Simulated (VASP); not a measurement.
Wanted: the native input for a VASP 6.6.1 run.

```
Task                   : single point
Functional             : PBE
Dispersion             : D3(BJ)
Potentials or basis    : VASP PAW PBE potentials, release 64 (P, C, S)
Cutoff                 : 520 eV
k mesh                 : 4 × 4 × 4
Occupations            : gaussian, width 0.1 eV
Spin                   : collinear spin
Starting moments       : [0.0, 1.0, 0.0, 0.0, 0.0, 0.0] μB
Dipole correction      : no
Further INCAR settings : ALGO = Normal; EDIFF = 1e-06; NBANDS = 30
```

The structure of PCS4 lies in POSCAR:

```
PCS4
1.0
    0.0000000000      4.0297204452      4.0297204452
    4.0297204452      0.0000000000      4.0297204452
    4.0297204452      4.0297204452      0.0000000000
P C S
1 1 4
Direct
    0.2500000000      0.2500000000      0.2500000000
    0.0000000000      0.0000000000      0.0000000000
    0.8741794670      0.8741794670      0.8741794670
    0.8741794670      0.8741794670      0.3774615991
    0.8741794670      0.3774615991      0.8741794670
    0.3774615991      0.8741794670      0.8741794670
```

The cell was built from a structure type or drawn by symmetry, and may not be a known phase.

These files were run (other wordings do the same):

INCAR

```
PREC = Accurate ; ENCUT = 520
EDIFF = 1E-6 ; ISMEAR = 0
SIGMA = 0.1 ; LREAL = False
LASPH = True ; NELM = 150
ALGO = Normal ; ISIF = 2
LWAVE = False ; LCHARG = False
ISPIN = 2 ; MAGMOM = 0 1 0 0 0 0
LORBIT = 11 ; GGA = PE
IVDW = 12 ; NBANDS = 30
```

KPOINTS

```
regular mesh
0
Gamma
  4 4 4
```

Potentials or basis: VASP PAW PBE potentials, release 64 (P, C, S).

Command:

```bash
$ cat potpaw_PBE.64/P/POTCAR potpaw_PBE.64/C/POTCAR potpaw_PBE.64/S/POTCAR > POTCAR
$ mpirun -np 1 vasp_std > vasp.out
```

It gave:

```json
{"Pressure": "-0.2 GPa", "Largest force": "0.074 eV/Å", "Net moment": "0.00 μB per cell", "Valence electrons inside the program's atomic spheres": "P 2.24; C 2.47; S 3.61", "Dispersion energy per atom": "-0.233 eV"}
```

It took 47 s on 1 thread of Intel(R) Xeon(R) 6975P-C (Granite Rapids), on a shared host, peak memory 0.33 GiB.
